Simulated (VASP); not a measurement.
# GaN (P6_3mc) in VASP: a series of runs, part 2 of 2

VASP 6.6.1.

## Step 4: Single point, PBEsol (strain +0.030 along x and y, -0.030 along z)

File INCAR:

```
ALGO     = Normal         # electronic algorithm
EDIFF    = 1E-7           # SCF threshold, eV
ENCUT    = 520            # plane-wave cutoff, eV
GGA      = PS             # functional
ISIF     = 2              # what is computed and relaxed
ISMEAR   = 0              # smearing method
LASPH    = T              # aspherical terms in the spheres
LCHARG   = F              # write CHGCAR
LREAL    = F              # projectors in reciprocal space
LWAVE    = F              # write WAVECAR
NBANDS   = 26             # bands
NELM     = 100            # most SCF steps
PREC     = Accurate       # precision mode
SIGMA    = 0.05           # smearing width, eV
```

File KPOINTS:

```
k-points
0
Gamma
  12 12 6
```

File POSCAR:

```
GaN
1.0
    3.2780558418      0.0000000000      0.0000000000
   -1.6390279209      2.8388796340      0.0000000000
    0.0000000000      0.0000000000      5.0298632971
Ga N
2 2
Direct
    0.3333333333      0.6666666667      0.9991941071
    0.6666666667      0.3333333333      0.4991941071
    0.3333333333      0.6666666667      0.3758058929
    0.6666666667      0.3333333333      0.8758058929
```

Run with:

```
> cat potpaw_PBE.64/Ga_d/POTCAR potpaw_PBE.64/N/POTCAR > POTCAR
> mpirun -np 1 vasp_std > vasp.out
```

Wall time 85 s (1 thread of Intel Xeon Platinum 8488C (Sapphire Rapids), shared host); peak memory 0.2 GiB.

The run converged. Its results:

| Item | Value |
| --- | --- |
| Free energy | -26.1198 eV |
| Pressure | -4.3 GPa |
| Largest force | 0.665 eV/Å |
| Band gap on the k mesh | 1.69 eV, direct |

Forces in eV/Å, atoms in the order of the input:
```
Ga   0.000  0.000 -0.665
Ga   0.000  0.000 -0.665
N    0.000  0.000  0.665
N    0.000  0.000  0.665
```

Stress tensor (GPa, compression positive):
```
-11.62   0.00   0.00
  0.00 -11.62   0.00
  0.00   0.00  10.36
```

Levels at points of the mesh, in eV from the valence-band top:
| k point | band 15 | band 16 | band 17 | band 18 | band 19 | band 20 | band 21 | band 22 |
| --- | --- | --- | --- | --- | --- | --- | --- | --- |
| (0.00, 0.00, 0.00) | -1.33 | -0.09 | -0.09 | 0.00 | 1.69 | 3.44 | 9.12 | 9.12 |
| (0.50, 0.00, 0.00) | -4.26 | -2.96 | -2.27 | -0.93 | 4.43 | 5.31 | 6.21 | 8.36 |
| (0.00, 0.00, 0.50) | -0.73 | -0.73 | -0.73 | -0.73 | 3.80 | 3.80 | 8.53 | 8.53 |
| (0.50, 0.00, 0.50) | -2.04 | -2.04 | -1.71 | -1.71 | 4.25 | 4.25 | 7.65 | 7.65 |

Caveat: the cell differs from its parent crystal (strain +0.030 along x and y, -0.030 along z); the PAW data sets were made with another functional, which shifts forces and pressure a little.

## Step 5: Single point, PBEsol (strain +0.015 along x and y, +0.000 along z)

File INCAR:

```
SYSTEM = GaN
ALGO = Normal ; EDIFF = 1E-6
ENCUT = 520 ; GGA = PS
ISIF = 2 ; ISMEAR = 0
LASPH = .TRUE. ; LCHARG = .FALSE.
LREAL = .FALSE. ; LWAVE = .FALSE.
NBANDS = 26 ; NELM = 80
PREC = Accurate ; SIGMA = 0.05
```

File KPOINTS:

```
k-points
0
G
  12 12 6
  0 0 0
```

File POSCAR:

```
GaN
1.0
    3.2303171645      0.0000000000      0.0000000000
   -1.6151585822      2.7975367267      0.0000000000
    0.0000000000      0.0000000000      5.1854260795
Ga N
2 2
Direct
    0.3333333333      0.6666666667      0.9991941071
    0.6666666667      0.3333333333      0.4991941071
    0.3333333333      0.6666666667      0.3758058929
    0.6666666667      0.3333333333      0.8758058929
```

Potentials or basis: VASP PAW PBE potentials, release 64 (Ga_d, N).

Run with:

```
> cat potpaw_PBE.64/Ga_d/POTCAR potpaw_PBE.64/N/POTCAR > POTCAR
> mpirun -np 1 vasp_std > vasp.out
```

OUTCAR:

```text
SYSTEM = GaN
   EDIFF = 1E-6
   ENCUT = 520
   GGA = PS
   ISIF = 2
   ISMEAR = 0
   LASPH = .TRUE.
   LREAL = .FALSE.
   NELM = 80
   PREC = Accurate

 ion  position               nearest neighbor table
   1  0.333  0.667  0.999-   3 1.95   4 1.97   4 1.97   4 1.97
   2  0.667  0.333  0.499-   4 1.95   3 1.97   3 1.97   3 1.97
   3  0.333  0.667  0.376-   1 1.95   2 1.97   2 1.97   2 1.97
   4  0.667  0.333  0.876-   2 1.95   1 1.97   1 1.97   1 1.97

  LATTYP: Found a hexagonal cell.
 ALAT       =     3.2303171645
 C/A-ratio  =     1.6052374474

  Lattice vectors:

 A1 = (   3.2303171645,   0.0000000000,   0.0000000000)
 A2 = (  -1.6151585822,   2.7975367267,   0.0000000000)
 A3 = (   0.0000000000,   0.0000000000,   5.1854260795)

Analysis of symmetry for initial positions (statically):
=====================================================================
 Subroutine PRICEL returns:
 Original cell was already a primitive cell.

 Routine SETGRP: Setting up the symmetry group for a
 hexagonal supercell.

 Subroutine GETGRP returns: Found 12 space group operations
 (whereof  6 operations were pure point group operations)
 out of a pool of 24 trial point group operations.

The static configuration has the point symmetry C_3v.
 The point group associated with its full space group is C_6v.

Analysis of symmetry for dynamics (positions and initial velocities):
=====================================================================
 Subroutine PRICEL returns:
 Original cell was already a primitive cell.

 Routine SETGRP: Setting up the symmetry group for a
 hexagonal supercell.

 Subroutine GETGRP returns: Found 12 space group operations
 (whereof  6 operations were pure point group operations)
 out of a pool of 24 trial point group operations.

The dynamic configuration has the point symmetry C_3v.
[... 114 lines left out ...]
   PSTRESS=    0.0 pullay stress
   NELECT =      36.0000    total number of electrons
   NUPDOWN=      -1.0000    fix difference up-down
   EMIN   =  10.00;   EMAX   =-10.00  energy-range for DOS
   EFERMI =   0.00;   METHOD = LEGACY
   ISMEAR =     0;   SIGMA  =   0.05  broadening in eV -4-tet -1-fermi 0-gaus
   EFERMI_NEDOS =   21; number of points for ismear=-14 and -15
   IALGO  =     38    algorithm
   IMIX   =      4    mixing-type and parameters
     AMIX     =   0.40;   BMIX     =  1.00
     AMIX_MAG =   1.60;   BMIX_MAG =  1.00
  volume/ion in A,a.u.               =      11.72        79.06
  Fermi-wavevector in a.u.,A,eV,Ry     =   1.499364  2.833388 30.587170  2.248094
  Thomas-Fermi vector in A             =   2.611004
   LORBIT       =      0    0 simple, 1 ext, 2 COOP (PROOUT), +10 PAW based schemes
   GGA     = PS    functional components
   LHFCALC =     F    Hartree Fock is set to
   AEXX    =    0.0000 exact exchange contribution
   IVDW    =     0    specifies the selected vdW correction
   LEPSILON=     F    determine dielectric tensor
   LRPA    =     F    only Hartree local field effects (RPA)
 non-spin polarized calculation
 Gauss-broadening in eV      SIGMA  =   0.05
  energy-cutoff  :      520.00
  volume of cell :       46.86
 maximum number of plane-waves:      1290
   NGX = 13   NGY = 13   NGZ = 19

 number of electron      35.9999965 magnetization

 Free energy of the ion-electron system (eV)
  ---------------------------------------------------
  ext. energy  EPLUGINS =         0.00000000
  ---------------------------------------------------
  free energy    TOTEN  =       -26.23692124 eV

  energy without entropy =      -26.23692124  energy(sigma->0) =      -26.23692124

 E-fermi :   5.1046     XC(G=0): -11.7681

 val. band max:        4.9030780393   @ k =   0.0000   0.0000   0.0000
 cond. band min:       6.6283252897   @ k =   0.0000   0.0000   0.0000
 fundamental gap:      1.7252472504
 Fermi energy:         5.1046314055

 k-point     1 :       0.0000    0.0000    0.0000
  band No.  band energies     occupation
      1     -10.8487      2.00000
      2      -9.9680      2.00000
      3      -8.4661      2.00000
      4      -8.4483      2.00000
      5      -8.4483      2.00000
      6      -8.3883      2.00000
[... 685 lines left out ...]
     25      15.9870      0.00000
     26      17.6741      0.00000

 [... further k-points ...]
[... 5 lines left out ...]
  --------------------------------------------------------------------------------------
  -------------------------------------------------------------------------------------
  Total       -2.0892060     -2.0892060     -0.5496315     -0.0000000     -0.0000000      0.0000000
  in kB      -71.4309527    -71.4309527    -18.7921644     -0.0000000     -0.0000000      0.0000000
  external PRESSURE =     -53.8846899 kB  Pullay stress =       0.0000000 kB

 VOLUME and BASIS-vectors are now :
 -----------------------------------------------------------------------------
  energy-cutoff  :      520.00
  volume of cell :       46.86
      direct lattice vectors                 reciprocal lattice vectors
     3.230317165  0.000000000  0.000000000     0.309567126  0.178728663  0.000000000
    -1.615158582  2.797536727  0.000000000     0.000000000  0.357457327  0.000000000
     0.000000000  0.000000000  5.185426080     0.000000000  0.000000000  0.192848183

 POSITION                                       TOTAL-FORCE (eV/Angst)
 -----------------------------------------------------------------------------------
     -0.00000      1.86502      5.18125        -0.000000      0.000000     -0.135810
      1.61516      0.93251      2.58853         0.000000     -0.000000     -0.135810
     -0.00000      1.86502      1.94871        -0.000000      0.000000      0.135810
      1.61516      0.93251      4.54143         0.000000     -0.000000      0.135810
 -----------------------------------------------------------------------------------
    total drift:                               -0.000001     -0.000001     -0.001007

  FREE ENERGIE OF THE ION-ELECTRON SYSTEM (eV)
  ---------------------------------------------------
  free  energy   TOTEN  =       -26.2369212390 eV

  energy  without entropy=      -26.2369212390  energy(sigma->0) =      -26.23692124
```

OSZICAR:

```text
N       E                     dE             d eps       ncg     rms          rms(c)
DAV:   1     0.274080657764E+03    0.27408E+03   -0.17718E+04  4274   0.254E+03
DAV:   2     0.646199002520E+01   -0.26762E+03   -0.25248E+03  4248   0.482E+02
DAV:   3    -0.285797864647E+02   -0.35042E+02   -0.34435E+02  4758   0.141E+02
DAV:   4    -0.297577638384E+02   -0.11780E+01   -0.11727E+01  4570   0.279E+01
DAV:   5    -0.297847093186E+02   -0.26945E-01   -0.26916E-01  4932   0.406E+00    0.101E+01
DAV:   6    -0.262334030737E+02    0.35513E+01   -0.86791E+00  6546   0.475E+01    0.309E+00
DAV:   7    -0.262794479328E+02   -0.46045E-01   -0.11569E+00  4168   0.797E+00    0.259E+00
DAV:   8    -0.262565295151E+02    0.22918E-01   -0.19100E-01  6494   0.461E+00    0.116E+00
DAV:   9    -0.262365083018E+02    0.20021E-01   -0.52185E-02  6254   0.362E+00    0.391E-01
DAV:  10    -0.262369598170E+02   -0.45152E-03   -0.67155E-03  4164   0.522E-01    0.135E-01
DAV:  11    -0.262369395510E+02    0.20266E-04   -0.37755E-04  6070   0.385E-01    0.771E-02
DAV:  12    -0.262369413505E+02   -0.17995E-05   -0.47078E-05  4168   0.487E-02    0.842E-02
DAV:  13    -0.262369403383E+02    0.10122E-05   -0.12898E-06  3536   0.111E-02    0.103E-01
DAV:  14    -0.262369304222E+02    0.99161E-05   -0.51579E-06  4354   0.222E-02    0.676E-02
DAV:  15    -0.262369468520E+02   -0.16430E-04   -0.19456E-04  6280   0.129E-01    0.166E-01
DAV:  16    -0.262369294903E+02    0.17362E-04   -0.30026E-05  5420   0.575E-02    0.997E-02
DAV:  17    -0.262369205650E+02    0.89253E-05   -0.25633E-05  4760   0.472E-02    0.135E-02
DAV:  18    -0.262369212390E+02   -0.67399E-06   -0.61998E-06  3492   0.148E-02
   1 F= -.26236921E+02 E0= -.26236921E+02  d E =-.709921E-11
```

stdout:

```text
POSCAR found type information on POSCAR GaN
 POSCAR found :  2 types and       4 ions
 scaLAPACK will be used
 -----------------------------------------------------------------------------
|                                                                             |
|                                                                             |
|     You enforced a specific xc type in the INCAR file but a different       |
|     I HOPE YOU KNOW WHAT YOU ARE DOING!                                     |
|                                                                             |
 -----------------------------------------------------------------------------

 LDA part: xc-table for (Slater+PW92), standard interpolation
 POSCAR, INCAR and KPOINTS ok, starting setup
 FFT: planning ... GRIDC
 FFT: planning ... GRID_SOFT
 FFT: planning ... GRID
 WAVECAR not read
 entering main loop
```

Run time: 1.7 min. Hardware: 1 thread of Intel Xeon Platinum 8488C (Sapphire Rapids), shared host; peak memory 0.21 GiB.

Results:

```
Free energy            : -26.2369 eV
Pressure               : -5.4 GPa
Largest force          : 0.136 eV/Å
Band gap on the k mesh : 1.73 eV, direct
```

Forces on the atoms (eV/Å):
```
Ga   0.000  0.000 -0.136
Ga   0.000  0.000 -0.136
N    0.000  0.000  0.136
N    0.000  0.000  0.136
```

Caveat: the cell differs from its parent crystal (strain +0.015 along x and y, +0.000 along z); the PAW data sets were made with another functional, which shifts forces and pressure a little.

## Step 6: Single point, PBEsol (strain +0.030 along x and y, -0.015 along z)

File INCAR:

```
ALGO = Normal ; EDIFF = 1E-6
ENCUT = 520 ; GGA = PS
ISIF = 2 ; ISMEAR = 0
LASPH = True ; LCHARG = True
LELF = True ; LREAL = False
LVHAR = True ; LWAVE = False
NBANDS = 26 ; NELM = 60
PREC = Accurate ; SIGMA = 0.05
```

File KPOINTS:

```
k-points
0
Gamma
  12 12 6
```

File POSCAR:

```
GaN
1.0
    3.2780558418      0.0000000000      0.0000000000
   -1.6390279209      2.8388796340      0.0000000000
    0.0000000000      0.0000000000      5.1076446883
Ga N
2 2
Direct
    0.3333333333      0.6666666667      0.9991941071
    0.6666666667      0.3333333333      0.4991941071
    0.3333333333      0.6666666667      0.3758058929
    0.6666666667      0.3333333333      0.8758058929
```

Potentials or basis: VASP PAW PBE potentials, release 64 (Ga_d, N).

Run with:

```
> cat potpaw_PBE.64/Ga_d/POTCAR potpaw_PBE.64/N/POTCAR > POTCAR
> mpirun -np 1 vasp_std > vasp.out
```

It took 82 s on 1 thread of Intel Xeon Platinum 8488C (Sapphire Rapids), shared host; peak memory 0.21 GiB.

It converged, with:

```yaml
Free_energy: -26.1501 eV
Pressure: -7.1 GPa
Largest_force: 0.422 eV/Å
Band_gap_on_the_k_mesh: 1.60 eV, direct
```

Forces in eV/Å, atoms in the order of the input:
```
Ga   0.000  0.000 -0.422
Ga   0.000  0.000 -0.422
N    0.000  0.000  0.422
N    0.000  0.000  0.422
```

Stress tensor (GPa, compression positive):
```
-12.26   0.00   0.00
  0.00 -12.26   0.00
  0.00   0.00   3.11
```

Levels at points of the mesh, in eV from the valence-band top:
```tsv
k point	band 15	band 16	band 17	band 18	band 19	band 20	band 21	band 22
(0.00, 0.00, 0.00)	-1.22	-0.07	-0.07	0.00	1.60	3.50	9.16	9.18
(0.50, 0.00, 0.00)	-4.16	-2.83	-2.20	-0.92	4.50	5.23	6.10	8.26
(0.00, 0.00, 0.50)	-0.66	-0.66	-0.66	-0.66	3.77	3.77	8.37	8.37
(0.50, 0.00, 0.50)	-1.96	-1.96	-1.72	-1.72	4.21	4.21	7.52	7.52
```

Caveat: the cell differs from its parent crystal (strain +0.030 along x and y, -0.015 along z); the PAW data sets were made with another functional, which shifts forces and pressure a little.

## Step 7: Summary

```csv
cell,gap on the mesh (eV),pressure (GPa),largest force (eV/Å)
"a = 3.230, b = 3.230, c = 5.108 Å, angles 90.0, 90.0, 120.0°, 4 atoms",1.81,-2.6,0.31
"a = 3.183, b = 3.183, c = 5.341 Å, angles 90.0, 90.0, 120.0°, 4 atoms",1.61,-5.1,0.20
"a = 3.278, b = 3.278, c = 5.030 Å, angles 90.0, 90.0, 120.0°, 4 atoms",1.69,-4.3,0.66
"a = 3.230, b = 3.230, c = 5.185 Å, angles 90.0, 90.0, 120.0°, 4 atoms",1.73,-5.4,0.14
"a = 3.278, b = 3.278, c = 5.108 Å, angles 90.0, 90.0, 120.0°, 4 atoms",1.60,-7.1,0.42
```

Alike in all rows: task single point; level PBEsol; potentials or basis VASP PAW PBE potentials, release 64 (Ga_d, N); no spin polarisation; k mesh 12 × 12 × 6; cutoff (eV) 520; smearing gaussian 0.05 eV.

Caveats: the PAW data sets were made with another functional, which shifts forces and pressure a little.

Total energies depend on the potentials used, so only differences within one code and one set of settings carry meaning.
